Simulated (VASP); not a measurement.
# Yb (Fd-3m) in VASP: further runs

Yb is run at these levels: LDA; tasks: single point.

All numbers are computed with VASP 6.6.1; they aren't measurements. Logs are shortened: lines on timing, memory, paths and dates and some standing lists are left out, and cuts for length are marked.

**1. The cell of the first run**

Symmetry: Fd-3m, No. 227, cubic system. Conventional cell: a = 8.379 Å, b = 8.379 Å, c = 8.379 Å, α = 90.00°, β = 90.00°, γ = 90.00°. Yb (site symmetry -43m) has 4 Yb at 3.63 Å within 4.8 Å.

This isn't the form of Yb at room conditions, which is fcc.

**2. Single point, LDA (73.54 Å³/atom)**

The input, INCAR:

```
SYSTEM = Yb
PREC = Accurate ; ENCUT = 520
EDIFF = 1E-7 ; ISMEAR = -1
SIGMA = 0.1 ; LREAL = .False.
LASPH = .True. ; NELM = 80
ALGO = Normal ; ISIF = 2
LWAVE = .False. ; LCHARG = .False.
GGA = CA ; NBANDS = 31
```

The input, KPOINTS:

```
Automatic mesh
0
Gamma
  8 8 8
  0 0 0
```

The input, POSCAR:

```
Yb
1.0
    0.0000000000      4.1896883929      4.1896883929
    4.1896883929      0.0000000000      4.1896883929
    4.1896883929      4.1896883929      0.0000000000
Yb
2
Direct
    0.1250000000      0.1250000000      0.1250000000
    0.8750000000      0.8750000000      0.8750000000
```

Potentials or basis: VASP PAW PBE potentials, release 64 (Yb).

Run with:

```sh
$ cat potpaw_PBE.64/Yb/POTCAR > POTCAR
$ mpirun -np 1 vasp_std > vasp.out
```

OUTCAR:

```text
SYSTEM = Yb
   PREC = Accurate
   ENCUT = 520
   EDIFF = 1E-7
   ISMEAR = -1
   LREAL = .False.
   LASPH = .True.
   NELM = 80
   ISIF = 2
   GGA = CA

 ion  position               nearest neighbor table
   1  0.125  0.125  0.125-   2 3.63   2 3.63   2 3.63   2 3.63
   2  0.875  0.875  0.875-   1 3.63   1 3.63   1 3.63   1 3.63

  LATTYP: Found a face centered cubic cell.
 ALAT       =     8.3793767858

  Lattice vectors:

 A1 = (   0.0000000000,   4.1896883929,   4.1896883929)
 A2 = (   4.1896883929,   0.0000000000,   4.1896883929)
 A3 = (   4.1896883929,   4.1896883929,   0.0000000000)

Analysis of symmetry for initial positions (statically):
=====================================================================
 Subroutine PRICEL returns:
 Original cell was already a primitive cell.

 Routine SETGRP: Setting up the symmetry group for a
 face centered cubic supercell.

 Subroutine GETGRP returns: Found 48 space group operations
 (whereof 12 operations were pure point group operations)
 out of a pool of 48 trial point group operations.

The static configuration has the point symmetry D_3d.
 The point group associated with its full space group is O_h .

Analysis of symmetry for dynamics (positions and initial velocities):
=====================================================================
 Subroutine PRICEL returns:
 Original cell was already a primitive cell.

 Routine SETGRP: Setting up the symmetry group for a
 face centered cubic supercell.

 Subroutine GETGRP returns: Found 48 space group operations
 (whereof 12 operations were pure point group operations)
 out of a pool of 48 trial point group operations.

The dynamic configuration has the point symmetry D_3d.
 The point group associated with its full space group is O_h .

 Subroutine INISYM returns: Found 48 space group operations
 (whereof 12 operations are pure point group operations),
 and found     1 'primitive' translations

----------------------------------------------------------------------------------------

                                     Primitive cell

  volume of cell :     147.0873

  direct lattice vectors                    reciprocal lattice vectors
     0.000000000  4.189688393  4.189688393    -0.119340618  0.119340618  0.119340618
     4.189688393  0.000000000  4.189688393     0.119340618 -0.119340618  0.119340618
     4.189688393  4.189688393  0.000000000     0.119340618  0.119340618 -0.119340618

  length of vectors
     5.925114147  5.925114147  5.925114147     0.206704013  0.206704013  0.206704013

  position of ions in fractional coordinates (direct lattice)
     0.125000000  0.125000000  0.125000000
     0.875000000  0.875000000  0.875000000

  ion indices of the primitive-cell ions
   primitive index   ion index
                 1           1
                 2           2

----------------------------------------------------------------------------------------

 KPOINTS: Automatic mesh

Automatic generation of k-mesh.
 Grid dimensions read from file:
 generate k-points for:    8    8    8

 Generating k-lattice:

  Cartesian coordinates                     Fractional coordinates (reciprocal lattice)
    -0.014917577  0.014917577  0.014917577     0.125000000  0.000000000  0.000000000
     0.014917577 -0.014917577  0.014917577     0.000000000  0.125000000  0.000000000
     0.014917577  0.014917577 -0.014917577     0.000000000  0.000000000  0.125000000

  Length of vectors
     0.025838002  0.025838002  0.025838002

  Shift w.r.t. Gamma in fractional coordinates (k-lattice)
     0.000000000  0.000000000  0.000000000

 Subroutine IBZKPT returns following result:
 ===========================================

 Found     29 irreducible k-points:

 Following reciprocal coordinates:
            Coordinates               Weight
  0.000000  0.000000  0.000000      1.000000
  0.125000  0.000000  0.000000      8.000000
  0.250000  0.000000  0.000000      8.000000
  0.375000  0.000000  0.000000      8.000000
  0.500000  0.000000  0.000000      4.000000
  0.125000  0.125000  0.000000      6.000000
[... 16 lines left out ...]
  0.500000  0.250000  0.125000     48.000000
 -0.375000  0.250000  0.125000     24.000000
 [... further k-points ...]
   k-points           NKPTS =     29   k-points in BZ     NKDIM =     29   number of bands    NBANDS=     31
   number of dos      NEDOS =    301   number of ions     NIONS =      2
   total plane-waves  NPLWV = 110592
   dimension x,y,z NGX =    48 NGY =   48 NGZ =   48
   dimension x,y,z NGXF=    96 NGYF=   96 NGZF=   96
   ions per type =               2
   NGX,Y,Z   is equivalent  to a cutoff of  13.47, 13.47, 13.47 a.u.
   NGXF,Y,Z  is equivalent  to a cutoff of  26.94, 26.94, 26.94 a.u.
 SYSTEM =  Yb
   PREC   = accura    normal or accurate (medium, high low for compatibility)
   ISTART =      0    job   : 0-new  1-cont  2-samecut
   ICHARG =      2    charge: 1-file 2-atom 10-const
   ISPIN  =      1    spin polarized calculation?
   LNONCOLLINEAR =      F non collinear calculations
   LSORBIT =      F    spin-orbit coupling
   LASPH  =      T    aspherical Exc in radial PAW
   ENCUT  =  520.0 eV  38.22 Ry    6.18 a.u.  11.02 11.02 11.02*2*pi/ulx,y,z
   NELM   =     80;   NELMIN=  2; NELMDL= -5     # of ELM steps
   EDIFF  = 0.1E-06   stopping-criterion for ELM
   LREAL  =      F    real-space projection
   EDIFFG = 0.1E-05   stopping-criterion for IOM
   NSW    =      0    number of steps for IOM
   IBRION =     -1    ionic relax: 0-MD 1-quasi-New 2-CG
   NFREE  =      0    steps in history (QN), initial steepest desc. (CG)
   ISIF   =      2    stress and relaxation
   ISYM   =      2    0-nonsym 1-usesym 2-fastsym
   POTIM  = 0.5000    time-step for ionic-motion
   TEBEG  =    0.0;   TEEND  =   0.0 temperature during run
   PSTRESS=    0.0 pullay stress
   NELECT =      48.0000    total number of electrons
   NUPDOWN=      -1.0000    fix difference up-down
   EMIN   =  10.00;   EMAX   =-10.00  energy-range for DOS
   EFERMI =   0.00;   METHOD = LEGACY
   ISMEAR =    -1;   SIGMA  =   0.10  broadening in eV -4-tet -1-fermi 0-gaus
   EFERMI_NEDOS =   21; number of points for ismear=-14 and -15
   IALGO  =     38    algorithm
   IMIX   =      4    mixing-type and parameters
     AMIX     =   0.40;   BMIX     =  1.00
     AMIX_MAG =   1.60;   BMIX_MAG =  1.00
  volume/ion in A,a.u.               =      73.54       496.30
  Fermi-wavevector in a.u.,A,eV,Ry     =   1.127103  2.129915 17.284306  1.270361
  Thomas-Fermi vector in A             =   2.263787
   LORBIT       =      0    0 simple, 1 ext, 2 COOP (PROOUT), +10 PAW based schemes
   GGA     = CA    functional components
   LHFCALC =     F    Hartree Fock is set to
   AEXX    =    0.0000 exact exchange contribution
   IVDW    =     0    specifies the selected vdW correction
   LEPSILON=     F    determine dielectric tensor
   LRPA    =     F    only Hartree local field effects (RPA)
 non-spin polarized calculation
  energy-cutoff  :      520.00
  volume of cell :      147.09
 maximum number of plane-waves:      3988
 NGX is ok and might be reduce to    48
   NGX = 21   NGY = 21   NGZ = 21

 number of electron      47.9999995 magnetization

 Free energy of the ion-electron system (eV)
  ---------------------------------------------------
  ext. energy  EPLUGINS =         0.00000000
  ---------------------------------------------------
  free energy    TOTEN  =        -5.50677391 eV

  energy without entropy =       -5.34539476  energy(sigma->0) =       -5.42608433

 E-fermi :  -0.5885     XC(G=0):  -6.7852

 val. band max:       -0.5978870247   @ k =   0.3750   0.2500   0.1250
 cond. band min:      -0.5300725877   @ k =  -0.3750   0.5000   0.1250
 fundamental gap:      0.0678144370
 Fermi energy:        -0.5884616024

 k-point     1 :       0.0000    0.0000    0.0000
  band No.  band energies     occupation
      1     -52.6127      2.00000
      2     -52.5972      2.00000
      3     -25.2631      2.00000
      4     -25.2631      2.00000
      5     -25.2631      2.00000
      6     -25.1443      2.00000
[... 23 lines left out ...]
     30       1.2414      0.00000
     31       1.2414      0.00000

 k-point     2 :       0.1250    0.0000    0.0000
  band No.  band energies     occupation
      1     -52.6122      2.00000
      2     -52.5976      2.00000
      3     -25.2648      2.00000
      4     -25.2648      2.00000
      5     -25.2622      2.00000
      6     -25.1455      2.00000
[... 23 lines left out ...]
     30       1.2543      0.00000
     31       1.2543      0.00000

 k-point     3 :       0.2500    0.0000    0.0000
  band No.  band energies     occupation
      1     -52.6110      2.00000
      2     -52.5988      2.00000
      3     -25.2688      2.00000
      4     -25.2688      2.00000
      5     -25.2599      2.00000
      6     -25.1485      2.00000
[... 23 lines left out ...]
     30       1.3518      0.00000
     31       1.3518      0.00000

 k-point     4 :       0.3750    0.0000    0.0000
  band No.  band energies     occupation
      1     -52.6096      2.00000
      2     -52.6003      2.00000
      3     -25.2726      2.00000
      4     -25.2726      2.00000
      5     -25.2575      2.00000
      6     -25.1515      2.00000
[... 23 lines left out ...]
     30       1.5798      0.00000
     31       1.5798      0.00000

 k-point     5 :       0.5000    0.0000    0.0000
  band No.  band energies     occupation
      1     -52.6088      2.00000
      2     -52.6011      2.00000
      3     -25.2741      2.00000
      4     -25.2741      2.00000
      5     -25.2564      2.00000
      6     -25.1528      2.00000
[... 23 lines left out ...]
     30       1.7322      0.00000
     31       1.7322      0.00000
[... 542 lines left out ...]
     30       1.2596      0.00000
     31       1.9511      0.00000

 k-point    22 :       0.3750    0.2500    0.1250
  band No.  band energies     occupation
      1     -52.6100      2.00000
      2     -52.5999      2.00000
      3     -25.2775      2.00000
      4     -25.2734      2.00000
      5     -25.2471      2.00000
      6     -25.1615      2.00000
[... 23 lines left out ...]
     30       1.3041      0.00000
     31       1.5012      0.00000

 k-point    23 :       0.5000    0.2500    0.1250
  band No.  band energies     occupation
      1     -52.6085      2.00000
      2     -52.6014      2.00000
      3     -25.2823      2.00000
      4     -25.2768      2.00000
      5     -25.2394      2.00000
      6     -25.1695      2.00000
[... 23 lines left out ...]
     30       1.4432      0.00000
     31       1.8498      0.00000

 k-point    24 :      -0.3750    0.2500    0.1250
  band No.  band energies     occupation
      1     -52.6077      2.00000
      2     -52.6022      2.00000
      3     -25.2839      2.00000
      4     -25.2783      2.00000
      5     -25.2357      2.00000
      6     -25.1733      2.00000
[... 23 lines left out ...]
     30       1.5994      0.00000
     31       1.9549      0.00000

 [... further k-points ...]
[... 5 lines left out ...]
  --------------------------------------------------------------------------------------
  -------------------------------------------------------------------------------------
  Total       -0.4243530     -0.4243530     -0.4243530      0.0000000      0.0000000      0.0000000
  in kB       -4.6223490     -4.6223490     -4.6223490      0.0000000      0.0000000      0.0000000
  external PRESSURE =      -4.6223490 kB  Pullay stress =       0.0000000 kB

 VOLUME and BASIS-vectors are now :
 -----------------------------------------------------------------------------
  energy-cutoff  :      520.00
  volume of cell :      147.09
      direct lattice vectors                 reciprocal lattice vectors
     0.000000000  4.189688393  4.189688393    -0.119340618  0.119340618  0.119340618
     4.189688393  0.000000000  4.189688393     0.119340618 -0.119340618  0.119340618
     4.189688393  4.189688393  0.000000000     0.119340618  0.119340618 -0.119340618

 POSITION                                       TOTAL-FORCE (eV/Angst)
 -----------------------------------------------------------------------------------
      1.04742      1.04742      1.04742         0.000000      0.000000      0.000000
      7.33195      7.33195      7.33195        -0.000000     -0.000000     -0.000000
 -----------------------------------------------------------------------------------
    total drift:                                0.000000      0.000000      0.000000

  FREE ENERGIE OF THE ION-ELECTRON SYSTEM (eV)
  ---------------------------------------------------
  free  energy   TOTEN  =        -5.5067739053 eV

  energy  without entropy=       -5.3453947637  energy(sigma->0) =       -5.42608433
```

Run time: 7.6 min. Hardware: 1 thread of AMD EPYC 9R45 (Zen 5), shared host; peak memory 0.31 GiB.

What came out:

```yaml
Free_energy: -5.5068 eV
Pressure: -0.5 GPa
Band_gap_on_the_k_mesh: zero (bands 24 and 25 overlap by 1.06 eV)
```

Levels at points of the mesh, in eV from the Fermi level:
| k point | band 22 | band 23 | band 24 | band 25 | band 26 | band 27 |
| --- | --- | --- | --- | --- | --- | --- |
| (0.00, 0.00, 0.00) | -0.53 | -0.53 | 0.93 | 0.93 | 0.93 | 1.06 |
| (0.50, 0.00, 0.00) | -0.55 | -0.54 | -0.53 | 0.77 | 0.87 | 0.87 |
| (0.50, 0.50, 0.00) | -0.55 | -0.55 | -0.55 | 0.13 | 0.13 | 1.24 |

Caveat: the PAW data sets were made with another functional, which shifts forces and pressure a little; spin-orbit coupling is left out, which moves the levels of the heavy elements.

**3. Single point, LDA**

This run uses another cell than the first one, of 65.66 Å³/atom.

The input, INCAR:

```
PREC = Accurate
ENCUT = 520
EDIFF = 1E-7
ISMEAR = -1
SIGMA = 0.1
LREAL = False
LASPH = True
NELM = 80
ALGO = Normal
ISIF = 2
LWAVE = False
LCHARG = True
GGA = CA
LELF = True
LVHAR = True
NBANDS = 31
```

The input, KPOINTS:

```
regular mesh
0
Gamma
  11 11 11
```

The input, POSCAR:

```
Yb
1.0
    0.0000000000      4.0343699105      4.0343699105
    4.0343699105      0.0000000000      4.0343699105
    4.0343699105      4.0343699105      0.0000000000
Yb
2
Direct
    0.1250000000      0.1250000000      0.1250000000
    0.8750000000      0.8750000000      0.8750000000
```

Potentials or basis: VASP PAW PBE potentials, release 64 (Yb).

Run with:

```sh
$ cat potpaw_PBE.64/Yb/POTCAR > POTCAR
$ mpirun -np 1 vasp_std > vasp.out
```

Wall time 7.4 min (1 thread of AMD EPYC 9R45 (Zen 5), shared host); peak memory 0.32 GiB.

Results (log left out):

```yaml
Free_energy: -5.5344 eV
Pressure: 0.0 GPa
Band_gap_on_the_k_mesh: zero (bands 24 and 25 overlap by 1.18 eV)
```

Levels at points of the mesh, in eV from the Fermi level:
| k point | band 22 | band 23 | band 24 | band 25 | band 26 | band 27 |
| --- | --- | --- | --- | --- | --- | --- |
| (0.00, 0.00, 0.00) | -0.53 | -0.53 | 1.00 | 1.00 | 1.00 | 1.04 |

Caveat: the PAW data sets were made with another functional, which shifts forces and pressure a little; spin-orbit coupling is left out, which moves the levels of the heavy elements. Spin polarisation is off, so any magnetic state and its effect on volume and gap are missing.

The gap in the log of VASP goes by the Fermi energy; the results here count the filled bands.